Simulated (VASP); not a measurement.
# Ga (C2/c) in VASP: further runs

The runs below take Ga through single point, relaxation of cell and atoms, with PBEsol.

All numbers are computed with VASP 6.6.1; they aren't measurements. Logs are shortened: lines on timing, memory, paths and dates and some standing lists are left out, and cuts for length are marked.

**1. The cell of the first run**

Symmetry: C2/c, No. 15, monoclinic system. Conventional cell: a = 2.818 Å, b = 8.035 Å, c = 3.165 Å, α = 90.00°, β = 90.87°, γ = 90.00°. Ga (site symmetry 2) has 10 Ga at 2.69 to 3.17 Å within 3.5 Å.

**2. Single point, PBEsol**

INCAR

```
SYSTEM = Ga
PREC = Accurate
ENCUT = 520
EDIFF = 1E-6
ISMEAR = -1
SIGMA = 0.05
LREAL = .FALSE.
LASPH = .TRUE.
NELM = 60
ALGO = Fast
ISIF = 2
LWAVE = .FALSE.
LCHARG = .FALSE.
GGA = PS
NBANDS = 20
```

KPOINTS

```
Automatic mesh
0
G
  10 10 8
  0 0 0
```

POSCAR

```
Ga
1.0
    1.4088788356     -4.0175864270      0.0153817325
    1.4088788356      4.0175864270      0.0153817325
   -0.0826096934      0.0000000000      3.1642441150
Ga
2
Direct
    0.1351345280      0.8648654720      0.7500000000
    0.8648654720      0.1351345280      0.2500000000
```

Potentials or basis: VASP PAW PBE potentials, release 64 (Ga_d).

The run is started by

```
$ cat potpaw_PBE.64/Ga_d/POTCAR > POTCAR
$ mpirun -np 1 vasp_std > vasp.out
```

OUTCAR:

```text
SYSTEM = Ga
   PREC = Accurate
   ENCUT = 520
   EDIFF = 1E-6
   ISMEAR = -1
   LREAL = .FALSE.
   LASPH = .TRUE.
   NELM = 60
   ISIF = 2
   GGA = PS

 ion  position               nearest neighbor table
   1  0.135  0.865  0.750-   2 2.69   2 2.69   2 2.80   2 2.80   2 2.82   2 2.82
   2  0.865  0.135  0.250-   1 2.69   1 2.69   1 2.80   1 2.80   1 2.82   1 2.82

  LATTYP: Found a base centered monoclinic cell.
 ALAT       =     2.8179255995
 B/A-ratio  =     2.8514496108
 C/A-ratio  =     1.1232810006
 COS(beta)  =    -0.0151834539

  Lattice vectors:

 A1 = (   1.4088788356,  -4.0175864270,   0.0153817325)
 A2 = (   1.4088788356,   4.0175864270,   0.0153817325)
 A3 = (  -0.0826096934,   0.0000000000,   3.1642441150)

Analysis of symmetry for initial positions (statically):
=====================================================================
 Subroutine PRICEL returns:
 Original cell was already a primitive cell.

 Routine SETGRP: Setting up the symmetry group for a
 base centered monoclinic supercell.

 Subroutine GETGRP returns: Found  4 space group operations
 (whereof  2 operations were pure point group operations)
 out of a pool of  4 trial point group operations.

The static configuration has the point symmetry S_2 .
 The point group associated with its full space group is C_2h.

Analysis of symmetry for dynamics (positions and initial velocities):
=====================================================================
 Subroutine PRICEL returns:
 Original cell was already a primitive cell.

 Routine SETGRP: Setting up the symmetry group for a
 base centered monoclinic supercell.

 Subroutine GETGRP returns: Found  4 space group operations
 (whereof  2 operations were pure point group operations)
 out of a pool of  4 trial point group operations.

The dynamic configuration has the point symmetry S_2 .
 The point group associated with its full space group is C_2h.

 Subroutine INISYM returns: Found  4 space group operations
 (whereof  2 operations are pure point group operations),
 and found     1 'primitive' translations

----------------------------------------------------------------------------------------

                                     Primitive cell

  volume of cell :      35.8313

  direct lattice vectors                    reciprocal lattice vectors
     1.408878836 -4.017586427  0.015381733     0.354790996 -0.124452830  0.009262615
     1.408878836  4.017586427  0.015381733     0.354790996  0.124452830  0.009262615
    -0.082609693  0.000000000  3.164244115    -0.003449355  0.000000000  0.315941190

  length of vectors
     4.257484806  4.257484806  3.165322287     0.376099659  0.376099659  0.315960019

  position of ions in fractional coordinates (direct lattice)
     0.135134528  0.864865472  0.750000000
     0.864865472  0.135134528  0.250000000

  ion indices of the primitive-cell ions
   primitive index   ion index
                 1           1
                 2           2

----------------------------------------------------------------------------------------

 KPOINTS: Automatic mesh

Automatic generation of k-mesh.
 Grid dimensions read from file:
 generate k-points for:   10   10    8

 Generating k-lattice:

  Cartesian coordinates                     Fractional coordinates (reciprocal lattice)
     0.035479100 -0.012445283  0.000926262     0.100000000  0.000000000 -0.000000000
     0.035479100  0.012445283  0.000926262     0.000000000  0.100000000 -0.000000000
    -0.000431169  0.000000000  0.039492649    -0.000000000 -0.000000000  0.125000000

  Length of vectors
     0.037609966  0.037609966  0.039495002

  Shift w.r.t. Gamma in fractional coordinates (k-lattice)
     0.000000000  0.000000000  0.000000000

 Subroutine IBZKPT returns following result:
 ===========================================

 Found    227 irreducible k-points:

 Following reciprocal coordinates:
            Coordinates               Weight
  0.000000  0.000000  0.000000      1.000000
  0.100000  0.000000 -0.000000      4.000000
  0.200000  0.000000 -0.000000      4.000000
  0.300000 -0.000000 -0.000000      4.000000
  0.400000  0.000000  0.000000      4.000000
  0.500000 -0.000000 -0.000000      2.000000
[... 16 lines left out ...]
  0.300000  0.300000 -0.000000      2.000000
  0.400000  0.300000 -0.000000      4.000000
 [... further k-points ...]
   k-points           NKPTS =    227   k-points in BZ     NKDIM =    227   number of bands    NBANDS=     20
   number of dos      NEDOS =    301   number of ions     NIONS =      2
   total plane-waves  NPLWV =  24576
   dimension x,y,z NGX =    32 NGY =   32 NGZ =   24
   dimension x,y,z NGXF=    64 NGYF=   64 NGZF=   48
   ions per type =               2
   NGX,Y,Z   is equivalent  to a cutoff of  12.50, 12.50, 12.61 a.u.
   NGXF,Y,Z  is equivalent  to a cutoff of  24.99, 24.99, 25.21 a.u.
 SYSTEM =  Ga
   PREC   = accura    normal or accurate (medium, high low for compatibility)
   ISTART =      0    job   : 0-new  1-cont  2-samecut
   ICHARG =      2    charge: 1-file 2-atom 10-const
   ISPIN  =      1    spin polarized calculation?
   LNONCOLLINEAR =      F non collinear calculations
   LSORBIT =      F    spin-orbit coupling
   LASPH  =      T    aspherical Exc in radial PAW
   ENCUT  =  520.0 eV  38.22 Ry    6.18 a.u.   7.92  7.92  5.89*2*pi/ulx,y,z
   NELM   =     60;   NELMIN=  2; NELMDL= -5     # of ELM steps
   EDIFF  = 0.1E-05   stopping-criterion for ELM
   LREAL  =      F    real-space projection
   EDIFFG = 0.1E-04   stopping-criterion for IOM
   NSW    =      0    number of steps for IOM
   IBRION =     -1    ionic relax: 0-MD 1-quasi-New 2-CG
   NFREE  =      0    steps in history (QN), initial steepest desc. (CG)
   ISIF   =      2    stress and relaxation
   ISYM   =      2    0-nonsym 1-usesym 2-fastsym
   POTIM  = 0.5000    time-step for ionic-motion
   TEBEG  =    0.0;   TEEND  =   0.0 temperature during run
   PSTRESS=    0.0 pullay stress
   NELECT =      26.0000    total number of electrons
   NUPDOWN=      -1.0000    fix difference up-down
   EMIN   =  10.00;   EMAX   =-10.00  energy-range for DOS
   EFERMI =   0.00;   METHOD = LEGACY
   ISMEAR =    -1;   SIGMA  =   0.05  broadening in eV -4-tet -1-fermi 0-gaus
   EFERMI_NEDOS =   21; number of points for ismear=-14 and -15
   IALGO  =     68    algorithm
   IMIX   =      4    mixing-type and parameters
     AMIX     =   0.40;   BMIX     =  1.00
     AMIX_MAG =   1.60;   BMIX_MAG =  1.00
  volume/ion in A,a.u.               =      17.92       120.90
  Fermi-wavevector in a.u.,A,eV,Ry     =   1.471110  2.779994 29.445237  2.164164
  Thomas-Fermi vector in A             =   2.586285
   LORBIT       =      0    0 simple, 1 ext, 2 COOP (PROOUT), +10 PAW based schemes
   GGA     = PS    functional components
   LHFCALC =     F    Hartree Fock is set to
   AEXX    =    0.0000 exact exchange contribution
   IVDW    =     0    specifies the selected vdW correction
   LEPSILON=     F    determine dielectric tensor
   LRPA    =     F    only Hartree local field effects (RPA)
 non-spin polarized calculation
 RMM-DIIS sequential band-by-band and
  energy-cutoff  :      520.00
  volume of cell :       35.83
 maximum number of plane-waves:       988
   NGX = 15   NGY = 15   NGZ = 11

 number of electron      25.9999991 magnetization

 Free energy of the ion-electron system (eV)
  ---------------------------------------------------
  ext. energy  EPLUGINS =         0.00000000
  ---------------------------------------------------
  free energy    TOTEN  =        -6.69849305 eV

  energy without entropy =       -6.69490173  energy(sigma->0) =       -6.69669739

 E-fermi :   5.9220     XC(G=0): -11.3706

 val. band max:        5.8733448782   @ k =  -0.1000   0.1000   0.0000
 cond. band min:       5.9358882309   @ k =   0.4000  -0.0000   0.5000
 fundamental gap:      0.0625433526
 Fermi energy:         5.9219710863

 k-point     1 :       0.0000    0.0000    0.0000
  band No.  band energies     occupation
      1      -9.3081      2.00000
      2      -9.2755      2.00000
      3      -9.2183      2.00000
      4      -9.2063      2.00000
      5      -8.9758      2.00000
      6      -8.9610      2.00000
[... 12 lines left out ...]
     19      17.1807      0.00000
     20      18.3842      0.00000

 k-point     2 :       0.1000    0.0000   -0.0000
  band No.  band energies     occupation
      1      -9.2949      2.00000
      2      -9.2682      2.00000
      3      -9.2062      2.00000
      4      -9.1659      2.00000
      5      -8.9872      2.00000
      6      -8.9763      2.00000
[... 12 lines left out ...]
     19      18.0565      0.00000
     20      20.1755      0.00000

 k-point     3 :       0.2000    0.0000   -0.0000
  band No.  band energies     occupation
      1      -9.2630      2.00000
      2      -9.2500      2.00000
      3      -9.1641      2.00000
      4      -9.0930      2.00000
      5      -9.0173      2.00000
      6      -9.0063      2.00000
[... 12 lines left out ...]
     19      18.2958      0.00000
     20      22.0101      0.00000

 k-point     4 :       0.3000   -0.0000   -0.0000
  band No.  band energies     occupation
      1      -9.2303      2.00000
      2      -9.2283      2.00000
      3      -9.1317      2.00000
      4      -9.1056      2.00000
      5      -9.0703      2.00000
      6      -8.9621      2.00000
[... 12 lines left out ...]
     19      18.4458      0.00000
     20      20.1953      0.00000

 k-point     5 :       0.4000    0.0000    0.0000
  band No.  band energies     occupation
      1      -9.2210      2.00000
      2      -9.2157      2.00000
      3      -9.1352      2.00000
      4      -9.1188      2.00000
      5      -9.1118      2.00000
      6      -8.9698      2.00000
[... 12 lines left out ...]
     19      17.0782      0.00000
     20      19.0361      0.00000
[... 353 lines left out ...]
      6      -9.0025      2.00000
[... 12 lines left out ...]
     19      16.5528      0.00000
     20      19.0666      0.00000

 k-point    22 :      -0.2000    0.2000    0.0000
  band No.  band energies     occupation
      1      -9.3100      2.00000
      2      -9.2478      2.00000
      3      -9.2300      2.00000
      4      -9.1348      2.00000
      5      -9.0213      2.00000
      6      -8.9798      2.00000
[... 12 lines left out ...]
     19      16.8035      0.00000
     20      17.3363      0.00000

 k-point    23 :       0.3000    0.3000   -0.0000
  band No.  band energies     occupation
      1      -9.2315      2.00000
      2      -9.2095      2.00000
      3      -9.1434      2.00000
      4      -9.0741      2.00000
      5      -9.0172      2.00000
      6      -9.0076      2.00000
[... 12 lines left out ...]
     19      16.2252      0.00000
     20      18.1398      0.00000

 k-point    24 :       0.4000    0.3000   -0.0000
  band No.  band energies     occupation
      1      -9.2213      2.00000
      2      -9.1731      2.00000
      3      -9.1252      2.00000
      4      -9.0855      2.00000
      5      -9.0542      2.00000
      6      -9.0373      2.00000
[... 12 lines left out ...]
     19      15.6582      0.00000
     20      17.6132      0.00000

 [... further k-points ...]
[... 5 lines left out ...]
  --------------------------------------------------------------------------------------
  -------------------------------------------------------------------------------------
  Total        0.0077437      0.0057982      0.0067505      0.0000000      0.0000000      0.0046978
  in kB        0.3462549      0.2592649      0.3018471      0.0000000      0.0000000      0.2100612
  external PRESSURE =       0.3024556 kB  Pullay stress =       0.0000000 kB

 VOLUME and BASIS-vectors are now :
 -----------------------------------------------------------------------------
  energy-cutoff  :      520.00
  volume of cell :       35.83
      direct lattice vectors                 reciprocal lattice vectors
     1.408878836 -4.017586427  0.015381733     0.354790996 -0.124452830  0.009262615
     1.408878836  4.017586427  0.015381733     0.354790996  0.124452830  0.009262615
    -0.082609693  0.000000000  3.164244115    -0.003449355  0.000000000  0.315941190

 POSITION                                       TOTAL-FORCE (eV/Angst)
 -----------------------------------------------------------------------------------
      1.34692      2.93176      2.38856         0.000000      0.001363      0.000000
      1.38823     -2.93176      0.80644        -0.000000     -0.001363     -0.000000
 -----------------------------------------------------------------------------------
    total drift:                               -0.000000     -0.000000      0.000000

  FREE ENERGIE OF THE ION-ELECTRON SYSTEM (eV)
  ---------------------------------------------------
  free  energy   TOTEN  =        -6.6984930485 eV

  energy  without entropy=       -6.6949017320  energy(sigma->0) =       -6.69669739
```

Wall time 57 s (1 thread of Intel Xeon 6975P-C (Granite Rapids), shared host); peak memory 0.26 GiB.

What came out:

| Item | Value |
| --- | --- |
| Free energy | -6.6985 eV |
| Pressure | 0.0 GPa |
| Band gap on the k mesh | zero (band 13 reaches 10.67 eV, above the bottom of band 14 at 1.46 eV) |

Caveat: the PAW data sets were made with another functional, which shifts forces and pressure a little.

[end of part 1 of 2]
